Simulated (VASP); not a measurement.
# Bi (P6_3/mmc) in VASP: single point with PBE

Aim: the single point of Bi with PBE.

Everything below comes from runs of VASP 6.6.1. Logs are shortened: lines on timing, memory, paths and dates and some standing lists are left out, and cuts for length are marked.

**1. The cell of the first run**

It takes space group P6_3/mmc (No. 194, hexagonal). The conventional cell has a = 4.539 Å, b = 4.539 Å, c = 11.829 Å, α = 90.00°, β = 90.00°, γ = 120.00°.

This isn't the form of Bi at room conditions, which is rhombohedral.

**2. Single point, PBE, non-collinear spin, zero start, spin-orbit coupling**

Input file INCAR:

```
PREC = Accurate
ENCUT = 520
EDIFF = 1E-6
ISMEAR = -1
SIGMA = 0.08
LREAL = False
LASPH = True
NELM = 150
ALGO = Normal
ISIF = 2
LWAVE = False
LCHARG = True
MAGMOM = 0 0 0 0 0 0
LORBIT = 11
LSORBIT = True
GGA_COMPAT = False
LORBMOM = True
GGA = PE
LVHAR = True
NBANDS = 42
```

Input file KPOINTS:

```
Automatic mesh
0
Gamma
  9 9 3
```

Input file POSCAR:

```
Bi
1.0
    4.5390002997      0.0000000000      0.0000000000
   -2.2695001499      3.9308895674      0.0000000000
    0.0000000000      0.0000000000     11.8290000000
Bi
2
Direct
    0.3333333333      0.6666666667      0.2500000000
    0.6666666667      0.3333333333      0.7500000000
```

Potentials or basis: VASP PAW PBE potentials, release 64 (Bi_d).

Command:

```
$ cat potpaw_PBE.64/Bi_d/POTCAR > POTCAR
$ mpirun -np 1 vasp_ncl > vasp.out
```

OUTCAR:

```text
PREC = Accurate
   ENCUT = 520
   EDIFF = 1E-6
   ISMEAR = -1
   LREAL = False
   LASPH = True
   NELM = 150
   ISIF = 2
   LORBIT = 11
   LSORBIT = True
   GGA = PE

 ion  position               nearest neighbor table
   1  0.333  0.667  0.250-
   2  0.667  0.333  0.750-

  LATTYP: Found a hexagonal cell.
 ALAT       =     4.5390002997
 C/A-ratio  =     2.6060804624

  Lattice vectors:

 A1 = (   4.5390002997,   0.0000000000,   0.0000000000)
 A2 = (  -2.2695001499,   3.9308895674,   0.0000000000)
 A3 = (   0.0000000000,   0.0000000000,  11.8290000000)

Analysis of symmetry for initial positions (statically):
=====================================================================
 Subroutine PRICEL returns:
 Original cell was already a primitive cell.

 Routine SETGRP: Setting up the symmetry group for a
 hexagonal supercell.

 Subroutine GETGRP returns: Found 24 space group operations
 (whereof 12 operations were pure point group operations)
 out of a pool of 24 trial point group operations.

The static configuration has the point symmetry D_3d.
 The point group associated with its full space group is D_6h.

Analysis of symmetry for dynamics (positions and initial velocities):
=====================================================================
 Subroutine PRICEL returns:
 Original cell was already a primitive cell.

 Routine SETGRP: Setting up the symmetry group for a
 hexagonal supercell.

 Subroutine GETGRP returns: Found 24 space group operations
 (whereof 12 operations were pure point group operations)
 out of a pool of 24 trial point group operations.

The dynamic configuration has the point symmetry D_3d.
 The point group associated with its full space group is D_6h.

Analysis of structural, dynamic, and magnetic symmetry:
=====================================================================
 Subroutine PRICEL returns:
 Original cell was already a primitive cell.

 Routine SETGRP: Setting up the symmetry group for a
 hexagonal supercell.

 Subroutine GETGRP returns: Found 24 space group operations
 (whereof 12 operations were pure point group operations)
 out of a pool of 24 trial point group operations.

The overall configuration has the point symmetry D_3d.
 The point group associated with its full space group is D_6h.

 Subroutine INISYM returns: Found 24 space group operations
 (whereof 12 operations are pure point group operations),
 and found     1 'primitive' translations

----------------------------------------------------------------------------------------

                                     Primitive cell

  volume of cell :     211.0567

  direct lattice vectors                    reciprocal lattice vectors
     4.539000300  0.000000000  0.000000000     0.220312830  0.127197672  0.000000000
    -2.269500150  3.930889567  0.000000000     0.000000000  0.254395343  0.000000000
     0.000000000  0.000000000 11.829000000     0.000000000  0.000000000  0.084538000

  length of vectors
     4.539000300  4.539000300 11.829000000     0.254395343  0.254395343  0.084538000

  position of ions in fractional coordinates (direct lattice)
     0.333333333  0.666666667  0.250000000
     0.666666667  0.333333333  0.750000000

  ion indices of the primitive-cell ions
   primitive index   ion index
                 1           1
                 2           2

----------------------------------------------------------------------------------------

 KPOINTS: Automatic mesh

Automatic generation of k-mesh.
 Grid dimensions read from file:
 generate k-points for:    9    9    3

 Generating k-lattice:

  Cartesian coordinates                     Fractional coordinates (reciprocal lattice)
     0.024479203  0.014133075  0.000000000     0.111111111 -0.000000000  0.000000000
     0.000000000  0.028266149  0.000000000     0.000000000  0.111111111  0.000000000
     0.000000000  0.000000000  0.028179333     0.000000000  0.000000000  0.333333333

  Length of vectors
[... 96 lines left out ...]

 number of electron      29.9999990 magnetization      -0.0000000     -0.0000000     -0.0000000

 Free energy of the ion-electron system (eV)
  ---------------------------------------------------
  ext. energy  EPLUGINS =         0.00000000
  ---------------------------------------------------
  free energy    TOTEN  =        -6.27016414 eV

  energy without entropy =       -6.12958279  energy(sigma->0) =       -6.19987346

 E-fermi :  -0.7226     XC(G=0):  -5.1720

 val. band max:       -0.7276046320   @ k =   0.2222   0.2222   0.3333
 cond. band min:      -0.7106701730   @ k =   0.4444   0.0000   0.0000
 fundamental gap:      0.0169344590
 Fermi energy:        -0.7225928617

 k-point     1 :       0.0000    0.0000    0.0000
  band No.  band energies     occupation
      1     -24.8514      1.00000
      2     -24.8514      1.00000
      3     -24.8514      1.00000
      4     -24.8514      1.00000
      5     -24.8384      1.00000
      6     -24.8384      1.00000
[... 1069 lines left out ...]
     41       4.6400      0.00000
     42       4.6400      0.00000

------------------------ aborting loop because EDIFF is reached ----------------------------------------

  FORCE on cell =-STRESS in cart. coord.  units (eV):
  Direction    XX          YY          ZZ          XY          YZ          ZX
  --------------------------------------------------------------------------------------
  -------------------------------------------------------------------------------------
  Total       -3.5060241     -3.5060241     -0.3225065      0.0000000     -0.0000000      0.0000000
  in kB      -26.6149956    -26.6149956     -2.4482173      0.0000000     -0.0000000      0.0000000
  external PRESSURE =     -18.5594028 kB  Pullay stress =       0.0000000 kB

 VOLUME and BASIS-vectors are now :
 -----------------------------------------------------------------------------
  energy-cutoff  :      520.00
  volume of cell :      211.06
      direct lattice vectors                 reciprocal lattice vectors
     4.539000300  0.000000000  0.000000000     0.220312830  0.127197672  0.000000000
    -2.269500150  3.930889567  0.000000000     0.000000000  0.254395343  0.000000000
     0.000000000  0.000000000 11.829000000     0.000000000  0.000000000  0.084538000

 POSITION                                       TOTAL-FORCE (eV/Angst)
 -----------------------------------------------------------------------------------
     -0.00000      2.62059      2.95725         0.000000      0.000000      0.000000
      2.26950      1.31030      8.87175        -0.000000      0.000000      0.000000
 -----------------------------------------------------------------------------------
    total drift:                                0.000000     -0.000000      0.000000

  FREE ENERGIE OF THE ION-ELECTRON SYSTEM (eV)
  ---------------------------------------------------
  free  energy   TOTEN  =        -6.2701641351 eV

  energy  without entropy=       -6.1295827947  energy(sigma->0) =       -6.19987346

 orbital moment (x)

 # of ion     p       d       tot
 ----------------------------------------
  1         0.000   0.000   0.000
  2         0.000  -0.000   0.000
 ----------------------------------------
            0.000  -0.000   0.000

 orbital moment (y)

 # of ion     p       d       tot
 ----------------------------------------
  1        -0.000  -0.000  -0.000
  2         0.000  -0.000   0.000
 ----------------------------------------
           -0.000  -0.000  -0.000

 orbital moment (z)

 # of ion     p       d       tot
 ----------------------------------------
  1        -0.000   0.000  -0.000
  2        -0.000   0.000  -0.000
 ----------------------------------------
           -0.000   0.000  -0.000

 Spin-Orbit-Coupling matrix elements

 Ion:    1  E_soc:     -2.7289697
 l=   1
     0.0000000    -0.4226717    -0.3221564
    -0.4226717     0.0000000    -0.4226717
    -0.3221564    -0.4226717     0.0000000
 l=   2
     0.0000000    -0.0131042     0.0000000    -0.0131042    -0.0526340
    -0.0131042     0.0000000    -0.0394001    -0.0131339    -0.0131042
     0.0000000    -0.0394001     0.0000000    -0.0394001     0.0000000
    -0.0131042    -0.0131339    -0.0394001     0.0000000    -0.0131042
    -0.0526340    -0.0131042     0.0000000    -0.0131042     0.0000000
 l=   3
     0.0000000     0.0000000     0.0000000     0.0000000     0.0000000     0.0000000     0.0000000
     0.0000000     0.0000000     0.0000000     0.0000000     0.0000000     0.0000000     0.0000000
     0.0000000     0.0000000     0.0000000     0.0000000     0.0000000     0.0000000     0.0000000
     0.0000000     0.0000000     0.0000000     0.0000000     0.0000000     0.0000000     0.0000000
     0.0000000     0.0000000     0.0000000     0.0000000     0.0000000     0.0000000     0.0000000
     0.0000000     0.0000000     0.0000000     0.0000000     0.0000000     0.0000000     0.0000000
     0.0000000     0.0000000     0.0000000     0.0000000     0.0000000     0.0000000     0.0000000

 Ion:    2  E_soc:     -2.7289697
 l=   1
     0.0000000    -0.4226717    -0.3221564
    -0.4226717     0.0000000    -0.4226717
    -0.3221564    -0.4226717     0.0000000
 l=   2
     0.0000000    -0.0131042     0.0000000    -0.0131042    -0.0526340
    -0.0131042     0.0000000    -0.0394001    -0.0131339    -0.0131042
     0.0000000    -0.0394001     0.0000000    -0.0394001     0.0000000
    -0.0131042    -0.0131339    -0.0394001     0.0000000    -0.0131042
    -0.0526340    -0.0131042     0.0000000    -0.0131042     0.0000000
 l=   3
     0.0000000     0.0000000     0.0000000     0.0000000     0.0000000     0.0000000     0.0000000
     0.0000000     0.0000000     0.0000000     0.0000000     0.0000000     0.0000000     0.0000000
     0.0000000     0.0000000     0.0000000     0.0000000     0.0000000     0.0000000     0.0000000
     0.0000000     0.0000000     0.0000000     0.0000000     0.0000000     0.0000000     0.0000000
     0.0000000     0.0000000     0.0000000     0.0000000     0.0000000     0.0000000     0.0000000
     0.0000000     0.0000000     0.0000000     0.0000000     0.0000000     0.0000000     0.0000000
     0.0000000     0.0000000     0.0000000     0.0000000     0.0000000     0.0000000     0.0000000

 total charge

# of ion       s       p       d       tot
------------------------------------------
    1        1.530   1.213   9.886  12.629
    2        1.530   1.213   9.886  12.629
--------------------------------------------------
tot          3.060   2.426  19.772  25.258

 magnetization (x)

# of ion       s       p       d       tot
------------------------------------------
    1        0.000   0.000   0.000   0.000
    2        0.000   0.000   0.000   0.000
--------------------------------------------------
tot          0.000   0.000   0.000   0.000

 magnetization (y)

# of ion       s       p       d       tot
------------------------------------------
    1        0.000   0.000   0.000   0.000
    2        0.000   0.000  -0.000   0.000
--------------------------------------------------
tot          0.000   0.000  -0.000   0.000

 magnetization (z)

# of ion       s       p       d       tot
------------------------------------------
    1        0.000   0.000   0.000   0.000
    2        0.000   0.000   0.000   0.000
--------------------------------------------------
tot          0.000   0.000   0.000   0.000
```

Run time: 13 min. Hardware: 1 thread of Intel Xeon 8259CL, shared host; peak memory 0.93 GiB.

Results:

* Free energy: -6.2702 eV
* Pressure: -1.9 GPa
* Net moment: 0.00 μB per cell
* Valence electrons inside the program's atomic spheres: Bi 12.63

Stress tensor (GPa, compression positive):
```
-2.66  0.00  0.00
 0.00 -2.66  0.00
 0.00  0.00 -0.24
```

Moments on the atoms (μB; x, y, z):
```
Bi  0.00 0.00 0.00
Bi  0.00 0.00 0.00
```
